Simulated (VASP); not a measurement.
# NaSr7Ti8O23 (a cell with a defect) in VASP: further runs

NaSr7Ti8O23 (a cell with a defect) is run at these levels: PBEsol; tasks: single point, relaxation of the atoms.

All numbers are computed with VASP 6.6.1; they aren't measurements. Logs are shortened: lines on timing, memory, paths and dates and some standing lists are left out, and cuts for length are marked.

### Step 1. The cell of the first run

The cell holds a defect, 39 atoms: a = 7.783 Å, b = 7.783 Å, c = 7.783 Å, α = 90.00°, β = 90.00°, γ = 90.00°.

### Step 2. Single point, PBEsol

File INCAR:

```
PREC = Accurate
ENCUT = 520
EDIFF = 1E-6
ISMEAR = -1
SIGMA = 0.05
LREAL = Auto
LASPH = True
NELM = 120
ALGO = Normal
ISIF = 2
LWAVE = False
LCHARG = False
GGA = PS
NBANDS = 180
NELECT = 310.0
ISYM = -1
GGA_COMPAT = False
```

File KPOINTS:

```
explicit points
1
Reciprocal
  0.25000000   0.25000000   0.25000000 1
```

File POSCAR:

```
NaSr7Ti8O23
1.0
    7.7828210000      0.0000000000      0.0000000000
    0.0000000000      7.7828210000      0.0000000000
    0.0000000000      0.0000000000      7.7828210000
Sr Na Ti O
7 1 8 23
Direct
    0.9882660000      0.9885180000      0.9968320000
    0.9888130000      0.9889200000      0.4981340000
    0.9869680000      0.5047700000      0.9988580000
    0.9819460000      0.5017870000      0.4982310000
    0.5047050000      0.9871770000      0.9987890000
    0.5014800000      0.9821600000      0.4982130000
    0.5066120000      0.5066600000      0.0001200000
    0.5108590000      0.5112400000      0.4937780000
    0.2503330000      0.2507490000      0.2694110000
    0.2496950000      0.2500550000      0.7326420000
    0.2453340000      0.7428960000      0.2418550000
    0.2461000000      0.7395360000      0.7475490000
    0.7426880000      0.2455210000      0.2419180000
    0.7394210000      0.2462580000      0.7476000000
    0.7426660000      0.7428630000      0.2501530000
    0.7426840000      0.7428480000      0.7460600000
    0.2641290000      0.2658520000      0.5013440000
    0.2518030000      0.7636910000      0.0030040000
    0.2495410000      0.7456190000      0.5038090000
    0.7625670000      0.2525980000      0.0029770000
    0.7462910000      0.2492190000      0.5037840000
    0.7513990000      0.7512220000      0.0032350000
    0.7545640000      0.7553390000      0.5026690000
    0.0088120000      0.2522360000      0.2449200000
    0.0108500000      0.2539040000      0.7620760000
    0.0020370000      0.7505650000      0.2543320000
    0.0026230000      0.7521040000      0.7527470000
    0.4937520000      0.2488470000      0.2174070000
    0.4960400000      0.2512310000      0.7847190000
    0.5004180000      0.7533860000      0.2526570000
    0.5012800000      0.7546420000      0.7540000000
    0.2516480000      0.0090620000      0.2460720000
    0.2539370000      0.0110750000      0.7609720000
    0.2490010000      0.4940680000      0.2167060000
    0.2508510000      0.4963280000      0.7854310000
    0.7507340000      0.0022630000      0.2538020000
    0.7516820000      0.0028610000      0.7532660000
    0.7527730000      0.5006410000      0.2531940000
    0.7546260000      0.5014860000      0.7534790000
```

Potentials or basis: VASP PAW PBE potentials, release 64 (Sr_sv, Na_pv, Ti_sv, O).

The run is started by

```bash
> cat potpaw_PBE.64/Sr_sv/POTCAR potpaw_PBE.64/Na_pv/POTCAR potpaw_PBE.64/Ti_sv/POTCAR potpaw_PBE.64/O/POTCAR > POTCAR
> mpirun -np 1 vasp_std > vasp.out
```

OUTCAR:

```text
PREC = Accurate
   ENCUT = 520
   EDIFF = 1E-6
   ISMEAR = -1
   LREAL = Auto
   LASPH = True
   NELM = 120
   ISIF = 2
   GGA = PS
   NELECT = 310.0
   ISYM = -1

 ion  position               nearest neighbor table
   1  0.988  0.989  0.997-  22 2.61  37 2.65  27 2.65  18 2.70  20 2.70  36 2.73  26 2.73  25 2.76
                            33 2.77  24 2.82  32 2.83  16 3.33  15 3.35  13 3.36  11 3.36  14 3.40
   2  0.989  0.989  0.498-  23 2.57  26 2.66  36 2.66  27 2.71  37 2.71  21 2.77  19 2.78  32 2.84
                            24 2.85  33 2.91  25 2.92  17 3.04  16 3.33  15 3.33   9 3.39  12 3.40
   3  0.987  0.505  0.999-  20 2.63  39 2.63  35 2.64  34 2.65  22 2.65  38 2.69  25 2.69  27 2.72
                            24 2.75  26 2.76  18 2.88  15 3.30  16 3.30  11 3.32  12 3.35  13 3.36
   4  0.982  0.502  0.498-  38 2.61  23 2.65  39 2.66  21 2.69  26 2.72  24 2.78  27 2.78  19 2.82
                            25 2.83  17 2.86  34 3.02  35 3.06  16 3.27  15 3.27  14 3.36   9 3.37
   5  0.505  0.987  0.999-  18 2.63  31 2.63  29 2.65  28 2.66  22 2.66  30 2.69  33 2.70  37 2.71
                            32 2.76  36 2.76  20 2.88  15 3.30  16 3.30  13 3.32  14 3.35  11 3.36
   6  0.501  0.982  0.498-  30 2.61  23 2.65  31 2.66  19 2.69  36 2.72  32 2.77  37 2.79  33 2.82
                            21 2.82  17 2.88  28 3.01  29 3.06  16 3.27  15 3.27  12 3.36   9 3.37
   7  0.507  0.507  0.000-  35 2.60  29 2.60  34 2.62  28 2.63  22 2.69  31 2.72  39 2.72  38 2.75
                            30 2.75  20 2.81  18 2.82  15 3.25  16 3.27  13 3.32  11 3.32  14 3.35
   8  0.511  0.511  0.494-   6 3.67   4 3.67   7 3.84   7 3.94
   9  0.250  0.251  0.269-  17 1.81  24 1.89  32 1.89  28 1.94  34 1.94   4 3.37   6 3.37   2 3.39
                             7 3.51   3 3.54   5 3.54   1 3.58
  10  0.250  0.250  0.733-  17 1.81  25 1.87  33 1.87  29 1.96  35 1.96   4 3.39   6 3.39   2 3.40
                             7 3.51   3 3.52   5 3.52   1 3.54
  11  0.245  0.743  0.242-  18 1.87  26 1.90  34 1.95  30 1.99  19 2.04  32 2.07   3 3.32   7 3.32
                             5 3.36   1 3.36   6 3.38   2 3.41   4 3.42
  12  0.246  0.740  0.748-  19 1.90  27 1.90  35 1.92  31 1.99  18 2.00  33 2.12   3 3.35   7 3.36
                             6 3.36   4 3.38   2 3.40   1 3.40   5 3.40
  13  0.743  0.246  0.242-  20 1.87  36 1.90  28 1.95  38 1.99  21 2.04  24 2.07   7 3.32   5 3.32
                             3 3.36   1 3.36   4 3.38   2 3.41   6 3.42
  14  0.739  0.246  0.748-  37 1.90  21 1.90  29 1.92  39 1.99  20 2.00  25 2.12   5 3.35   7 3.35
                             4 3.36   6 3.38   1 3.40   2 3.40   3 3.40
  15  0.743  0.743  0.250-  38 1.89  30 1.89  22 1.92  23 1.97  26 2.02  36 2.02   7 3.25   4 3.27
                             6 3.27   5 3.30   3 3.30   2 3.33   1 3.35
  16  0.743  0.743  0.746-  39 1.88  31 1.88  23 1.90  22 2.00  27 2.03  37 2.03   7 3.27   4 3.27
                             6 3.27   5 3.30   3 3.30   2 3.33   1 3.33
  17  0.264  0.266  0.501-  10 1.81   9 1.81   4 2.86   6 2.88   2 3.04
  18  0.252  0.764  0.003-  11 1.87  12 2.00   5 2.63   1 2.70   7 2.82   3 2.88
  19  0.250  0.746  0.504-  12 1.90  11 2.04   6 2.69   2 2.78   4 2.82
  20  0.763  0.253  0.003-  13 1.87  14 2.00   3 2.63   1 2.70   7 2.81   5 2.88
  21  0.746  0.249  0.504-  14 1.90  13 2.04   4 2.69   2 2.77   6 2.82
  22  0.751  0.751  0.003-  15 1.92  16 2.00   1 2.61   3 2.65   5 2.66   7 2.69
  23  0.755  0.755  0.503-  16 1.90  15 1.97   2 2.57   6 2.65   4 2.65
  24  0.009  0.252  0.245-   9 1.89  13 2.07   3 2.75   4 2.78   1 2.82   2 2.85
  25  0.011  0.254  0.762-  10 1.87  14 2.12   3 2.69   1 2.76   4 2.83   2 2.92
  26  0.002  0.751  0.254-  11 1.90  15 2.02   2 2.66   4 2.72   1 2.73   3 2.76
  27  0.003  0.752  0.753-  12 1.90  16 2.03   1 2.65   2 2.71   3 2.72   4 2.78
  28  0.494  0.249  0.217-   9 1.94  13 1.95   7 2.63   5 2.66   6 3.01
  29  0.496  0.251  0.785-  14 1.92  10 1.96   7 2.60   5 2.65   6 3.06
[... 35 lines left out ...]
   TEBEG  =    0.0;   TEEND  =   0.0 temperature during run
   PSTRESS=    0.0 pullay stress
   NELECT =     310.0000    total number of electrons
   NUPDOWN=      -1.0000    fix difference up-down
   EMIN   =  10.00;   EMAX   =-10.00  energy-range for DOS
   EFERMI =   0.00;   METHOD = LEGACY
   ISMEAR =    -1;   SIGMA  =   0.05  broadening in eV -4-tet -1-fermi 0-gaus
   EFERMI_NEDOS =   21; number of points for ismear=-14 and -15
   IALGO  =     38    algorithm
   IMIX   =      4    mixing-type and parameters
     AMIX     =   0.40;   BMIX     =  1.00
     AMIX_MAG =   1.60;   BMIX_MAG =  1.00
  volume/ion in A,a.u.               =      12.09        81.57
  Fermi-wavevector in a.u.,A,eV,Ry     =   1.423612  2.690237 27.574541  2.026672
  Thomas-Fermi vector in A             =   2.544191
   LORBIT       =      0    0 simple, 1 ext, 2 COOP (PROOUT), +10 PAW based schemes
   GGA     = PS    functional components
   LHFCALC =     F    Hartree Fock is set to
   AEXX    =    0.0000 exact exchange contribution
   IVDW    =     0    specifies the selected vdW correction
   LEPSILON=     F    determine dielectric tensor
   LRPA    =     F    only Hartree local field effects (RPA)
 non-spin polarized calculation
  energy-cutoff  :      520.00
  volume of cell :      471.42
 maximum number of plane-waves:     12704
 NGX is ok and might be reduce to    60
   NGX = 29   NGY = 29   NGZ = 29

 number of electron     309.9999976 magnetization

 Free energy of the ion-electron system (eV)
  ---------------------------------------------------
  ext. energy  EPLUGINS =         0.00000000
  ---------------------------------------------------
  free energy    TOTEN  =      -329.08221994 eV

  energy without entropy =     -329.08221994  energy(sigma->0) =     -329.08221994

 E-fermi :   4.8469     XC(G=0): -11.3001

 val. band max:        3.6132457550   @ k =   0.2500   0.2500   0.2500
 cond. band min:       6.2386137267   @ k =   0.2500   0.2500   0.2500
 fundamental gap:      2.6253679717
 Fermi energy:         4.8468718208

 k-point     1 :       0.2500    0.2500    0.2500
  band No.  band energies     occupation
      1     -52.4589      2.00000
      2     -52.4545      2.00000
      3     -52.3669      2.00000
      4     -52.3658      2.00000
      5     -52.3573      2.00000
      6     -52.3561      2.00000
[... 159 lines left out ...]
    166       7.3837      0.00000
    167       7.4046      0.00000
 [bands above 167 left out]

------------------------ aborting loop because EDIFF is reached ----------------------------------------

  FORCE on cell =-STRESS in cart. coord.  units (eV):
  Direction    XX          YY          ZZ          XY          YZ          ZX
  --------------------------------------------------------------------------------------
  -------------------------------------------------------------------------------------
  Total       -8.7081191     -8.7311695     -6.7955413     -1.3145404     -1.0964625     -1.1035425
  in kB      -29.5953729    -29.6737118    -23.0952950     -4.4675910     -3.7264322     -3.7504944
  external PRESSURE =     -27.4547932 kB  Pullay stress =       0.0000000 kB

 VOLUME and BASIS-vectors are now :
 -----------------------------------------------------------------------------
  energy-cutoff  :      520.00
  volume of cell :      471.42
      direct lattice vectors                 reciprocal lattice vectors
     7.782821000  0.000000000  0.000000000     0.128488115  0.000000000  0.000000000
     0.000000000  7.782821000  0.000000000     0.000000000  0.128488115  0.000000000
     0.000000000  0.000000000  7.782821000     0.000000000  0.000000000  0.128488115

 POSITION                                       TOTAL-FORCE (eV/Angst)
 -----------------------------------------------------------------------------------
      7.69150      7.69346      7.75817         0.020272      0.020697      0.005193
      7.69575      7.69659      3.87689         0.021332      0.022106     -0.000454
      7.68140      3.92853      7.77393         0.011479     -0.000140      0.005881
      7.64231      3.90532      3.87764         0.024016     -0.003932      0.006601
      3.92803      7.68302      7.77340        -0.002726      0.011785      0.004996
      3.90293      7.64398      3.87750        -0.004955      0.024623      0.007307
[... 31 lines left out ...]
      5.85870      3.89640      1.97056        -0.003996     -0.028606      0.006060
      5.87312      3.90298      5.86419        -0.006653     -0.030667     -0.012612
 -----------------------------------------------------------------------------------
    total drift:                               -0.004900     -0.020449      0.008522

  FREE ENERGIE OF THE ION-ELECTRON SYSTEM (eV)
  ---------------------------------------------------
  free  energy   TOTEN  =      -329.0822199430 eV

  energy  without entropy=     -329.0822199429  energy(sigma->0) =     -329.08221994
```

Run time: 2.8 min. Hardware: 1 thread of Intel Xeon 6975P-C (Granite Rapids), shared host; peak memory 0.52 GiB.

What came out:

```
Free energy   : -329.0822 eV
Largest force : 0.078 eV/Å
```

Forces on the atoms (eV/Å):
```
Sr   0.020  0.021  0.005
Sr   0.021  0.022  0.000
Sr   0.011  0.000  0.006
Sr   0.024 -0.004  0.007
Sr  -0.003  0.012  0.005
Sr  -0.005  0.025  0.007
Sr   0.000  0.000  0.005
Na  -0.005 -0.004  0.003
Ti   0.002  0.001 -0.071
Ti   0.032  0.026  0.066
Ti   0.029  0.005  0.030
Ti   0.026  0.028  0.020
Ti   0.010  0.030  0.027
Ti   0.022  0.025  0.017
Ti   0.023  0.018  0.013
Ti   0.022  0.026  0.012
O   -0.001  0.003  0.005
O   -0.002  0.001 -0.038
O    0.002 -0.003 -0.034
O    0.001 -0.003 -0.040
O   -0.004  0.003 -0.032
O    0.001  0.002 -0.008
O   -0.010 -0.013 -0.022
O   -0.027 -0.002  0.005
O   -0.038 -0.002  0.003
O   -0.031 -0.001  0.004
O   -0.026 -0.002  0.000
O   -0.008  0.008  0.004
O   -0.019 -0.001  0.000
O   -0.029 -0.003  0.004
O   -0.030 -0.007 -0.013
O   -0.001 -0.026  0.004
O   -0.004 -0.039  0.004
O    0.007 -0.008  0.005
O    0.001 -0.019 -0.001
O   -0.002 -0.029  0.004
O   -0.001 -0.029  0.001
O   -0.004 -0.029  0.006
O   -0.007 -0.031 -0.013
```

Caveat: the cell carries a net charge on a neutralising background, which shifts energy and pressure; the cell is charged against a uniform background, so pressure and absolute levels hang on convention; the PAW data sets were made with another functional, which shifts forces and pressure a little.

### Step 3. Relaxation of the atoms, PBEsol

File INCAR:

```
SYSTEM = NaSr7Ti8O23
PREC     = Accurate       ! precision mode
ENCUT    = 520            ! plane-wave cutoff, eV
EDIFF    = 1E-7           ! SCF threshold, eV
ISMEAR   = -1             ! smearing method
SIGMA    = 0.05           ! smearing width, eV
LREAL    = Auto         
LASPH    = .TRUE.         ! aspherical terms in the spheres
NELM     = 120            ! most SCF steps
ALGO     = Normal         ! electronic algorithm
ISIF     = 2              ! what is computed and relaxed
LWAVE    = .FALSE.        ! write WAVECAR
LCHARG   = .FALSE.        ! write CHGCAR
GGA      = PS             ! functional
IBRION   = 2              ! ionic algorithm
NSW      = 100            ! ionic steps
EDIFFG   = -0.03          ! ionic threshold
NELECT   = 310.0        
ISYM     = -1           
GGA_COMPAT= .FALSE.      
NELMIN   = 4
```

KPOINTS is that of step 2.

File POSCAR:

```
NaSr7Ti8O23
1.0
    7.7828210000      0.0000000000      0.0000000000
    0.0000000000      7.7828210000      0.0000000000
    0.0000000000      0.0000000000      7.7828210000
Sr Na Ti O
7 1 8 23
Direct
    0.0009910000      0.0003790000      0.0035450000
    0.0006010000      0.9939620000      0.4967390000
    0.0039810000      0.5043310000      0.9998420000
    0.0028750000      0.5025690000      0.5009160000
    0.4979480000      0.9994710000      0.0034570000
    0.4956930000      0.0030730000      0.4995580000
    0.4986090000      0.5018860000      0.0035070000
    0.4987930000      0.4960030000      0.5001420000
    0.2486400000      0.2493410000      0.2532270000
    0.2488360000      0.2537290000      0.7532380000
    0.2476760000      0.7526000000      0.2556470000
    0.2562210000      0.7486090000      0.7477430000
    0.7443600000      0.2518510000      0.2511890000
    0.7502340000      0.2505330000      0.7518060000
    0.7491480000      0.7517640000      0.2513360000
    0.7508000000      0.7501080000      0.7540250000
    0.2437750000      0.2522380000      0.4984600000
    0.2508540000      0.7499910000      0.9968650000
    0.2480660000      0.7509980000      0.4968570000
    0.7495950000      0.2477780000      0.0063310000
    0.7504550000      0.2456820000      0.4991250000
    0.7498080000      0.7526080000      0.9982160000
    0.7550570000      0.7492220000      0.5006760000
    0.9945890000      0.2493760000      0.2460710000
    0.0000450000      0.2516420000      0.7511830000
    0.9990260000      0.7483540000      0.2509070000
    0.9979920000      0.7521820000      0.7547330000
    0.5038440000      0.2482320000      0.2508250000
    0.5013470000      0.2449960000      0.7479920000
    0.5007190000      0.7495280000      0.2489350000
    0.4988000000      0.7511440000      0.7523910000
    0.2512890000      0.9995260000      0.2515320000
    0.2524650000      0.0002630000      0.7501980000
    0.2473800000      0.5020220000      0.2495530000
    0.2481160000      0.4982600000      0.7502120000
    0.7505360000      0.9986980000      0.2524900000
    0.7484900000      0.9967160000      0.7496200000
    0.7501230000      0.4993820000      0.2487980000
    0.7521520000      0.5011490000      0.7488590000
```

Potentials or basis: VASP PAW PBE potentials, release 64 (Sr_sv, Na_pv, Ti_sv, O).

The run is started by

```bash
> cat potpaw_PBE.64/Sr_sv/POTCAR potpaw_PBE.64/Na_pv/POTCAR potpaw_PBE.64/Ti_sv/POTCAR potpaw_PBE.64/O/POTCAR > POTCAR
> mpirun -np 1 vasp_std > vasp.out
```

Run time: 78 min. Hardware: 1 thread of Intel Xeon 6975P-C (Granite Rapids), shared host; peak memory 0.6 GiB.

The run converged. Its results:

| Property | Result |
| --- | --- |
| Free energy | -329.0823 eV |
| Energy gained by relaxing | 71.1 meV/atom |
| Ionic steps | 53 |
| Largest force after relaxing | 0.028 eV/Å |

Forces in eV/Å, atoms in the order of the input:
```
Sr  -0.011  0.001  0.012
Sr   0.002  0.000  0.005
Sr   0.002 -0.010  0.020
Sr   0.008 -0.009  0.002
Sr  -0.005 -0.009  0.009
Sr  -0.012  0.003  0.008
Sr   0.002  0.010  0.003
Na  -0.012 -0.012 -0.007
Ti  -0.003  0.002 -0.008
Ti   0.000  0.003  0.008
Ti   0.016 -0.019  0.013
Ti   0.023  0.001  0.010
Ti  -0.007  0.006 -0.008
Ti  -0.004 -0.006  0.024
Ti  -0.001  0.018  0.007
Ti  -0.020  0.000 -0.005
O    0.005  0.003  0.007
O   -0.010  0.011 -0.006
O   -0.020  0.004  0.002
O    0.006 -0.016 -0.011
O    0.003 -0.010  0.005
O   -0.002 -0.008 -0.012
O    0.005 -0.001  0.002
O   -0.001  0.010 -0.006
O    0.002 -0.002 -0.025
O   -0.008  0.012 -0.009
O   -0.014  0.001 -0.003
O    0.018  0.008  0.004
O   -0.009  0.001  0.002
O    0.009  0.013  0.002
O    0.011 -0.001 -0.010
O    0.010 -0.002 -0.003
O   -0.001  0.004 -0.020
O    0.011  0.012 -0.005
O   -0.009 -0.013  0.009
O    0.005 -0.010 -0.004
O    0.004 -0.006 -0.004
O    0.008  0.010 -0.001
O   -0.001 -0.001 -0.005
```

Step by step:
```tsv
step	energy change (eV)	largest force (eV/Å)	pressure (GPa)
1	0.0000	4.9837	-3.72
3	-2.2002	1.0978	-2.61
5	-2.4214	2.0960	-2.69
7	-2.6260	0.6272	-3.01
9	-2.6868	0.2435	-3.15
11	-2.7252	0.3776	-3.21
13	-2.7408	0.3437	-3.30
15	-2.7481	0.1569	-3.35
17	-2.7524	0.1645	-3.31
19	-2.7566	0.1715	-3.27
21	-2.7597	0.1354	-3.25
23	-2.7620	0.0765	-3.23
25	-2.7630	0.0419	-3.22
27	-2.7638	0.1262	-3.20
29	-2.7643	0.0499	-3.20
31	-2.7649	0.0421	-3.21
33	-2.7655	0.0640	-3.21
35	-2.7670	0.0844	-3.17
37	-2.7684	0.0988	-3.14
39	-2.7691	0.1047	-3.11
41	-2.7701	0.0751	-3.04
43	-2.7711	0.0859	-3.01
45	-2.7718	0.0433	-3.01
47	-2.7729	0.0962	-2.98
49	-2.7736	0.0499	-2.96
51	-2.7743	0.0309	-2.95
53	-2.7747	0.0278	-2.94
```

Final structure:
```
CELL_PARAMETERS angstrom
7.78282 0.00000 0.00000
0.00000 7.78282 0.00000
0.00000 0.00000 7.78282
ATOMIC_POSITIONS crystal
Sr 0.99010 0.99013 0.99651
Sr 0.98985 0.99009 0.49778
Sr 0.98842 0.50633 0.99891
Sr 0.98458 0.50400 0.49824
Sr 0.50619 0.98869 0.99907
Sr 0.50380 0.98490 0.49809
Sr 0.50679 0.50677 0.00108
Na 0.51367 0.51459 0.49662
Ti 0.25060 0.25102 0.26807
Ti 0.24937 0.24954 0.73368
Ti 0.24646 0.74654 0.24256
Ti 0.24781 0.74139 0.74789
Ti 0.74620 0.24667 0.24274
Ti 0.74129 0.24820 0.74800
Ti 0.74391 0.74391 0.25076
Ti 0.74433 0.74464 0.74678
O 0.25338 0.25449 0.50121
O 0.25053 0.75679 0.00242
O 0.25101 0.75108 0.50319
O 0.75616 0.25244 0.00251
O 0.75148 0.24980 0.50321
O 0.75236 0.75162 0.00305
O 0.75280 0.75444 0.50241
O 0.00668 0.24960 0.23844
O 0.01040 0.25366 0.76943
O 0.00125 0.74928 0.25590
O 0.00268 0.75214 0.75065
O 0.49191 0.24700 0.22191
O 0.49587 0.25132 0.77893
O 0.49972 0.75243 0.25124
O 0.50132 0.75494 0.75467
O 0.24906 0.00689 0.23897
O 0.25352 0.01050 0.76855
O 0.24704 0.49225 0.22164
O 0.25127 0.49607 0.77912
O 0.74954 0.00155 0.25458
O 0.75180 0.00294 0.75195
O 0.75188 0.49995 0.25266
O 0.75490 0.50160 0.75331
```

Levels at points of the mesh, in eV from the Fermi level:
```
           k point  band 152  band 153  band 154  band 155  band 156  band 157  band 158  band 159
(0.25, 0.25, 0.25)     -1.47     -1.46     -1.36     -1.30      1.31      1.37      1.39      1.47
```

Caveat: the cell carries a net charge on a neutralising background, which shifts energy and pressure; the cell is charged against a uniform background, so pressure and absolute levels hang on convention; the PAW data sets were made with another functional, which shifts forces and pressure a little.
